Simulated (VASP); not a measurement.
Set up this calculation in VASP 6.6.1, as the native input.

```yaml
Task: single point
Functional: PBE
Potentials_or_basis: VASP PAW PBE potentials, release 64 (Sn_d, Se)
Cutoff: 520 eV
k_mesh: 14 × 14 × 14
Occupations: fermi-dirac, width 0.08 eV
Spin: no spin polarisation
Dipole_correction: no
Further_INCAR_settings: ALGO = Normal; EDIFF = 1e-06; NBANDS = 17
```

The structure of SnSe (rocksalt type) lies in POSCAR:

```
SnSe
1.0
    0.0000000000      2.7923010362      2.7923010362
    2.7923010362      0.0000000000      2.7923010362
    2.7923010362      2.7923010362      0.0000000000
Sn Se
1 1
Direct
    0.0000000000      0.0000000000      0.0000000000
    0.5000000000      0.5000000000      0.5000000000
```

The input as run:

INCAR

```
SYSTEM = SnSe
PREC = Accurate
ENCUT = 520
EDIFF = 1E-6
ISMEAR = -1
SIGMA = 0.08
LREAL = .FALSE.
LASPH = .TRUE.
NELM = 80
ALGO = Normal
ISIF = 2
LWAVE = .FALSE.
LCHARG = .FALSE.
GGA = PE
NBANDS = 17
```

KPOINTS

```
Automatic mesh
0
G
  14 14 14
  0 0 0
```

Potentials or basis: VASP PAW PBE potentials, release 64 (Sn_d, Se).

The run is started by

```console
$ cat potpaw_PBE.64/Sn_d/POTCAR potpaw_PBE.64/Se/POTCAR > POTCAR
$ mpirun -np 1 vasp_std > vasp.out
```

It gave:

```yaml
Pressure: 20.0 GPa
Band_gap_on_the_k_mesh: 0.11 eV, indirect (least direct gap 0.28 eV)
```

Caveat: spin-orbit coupling is left out, which moves the levels of the heavy elements.

It took 38 s on 1 thread of AMD EPYC 9R45 96-Core Processor (Zen 5), with other jobs on the host, peak memory 0.19 GiB.
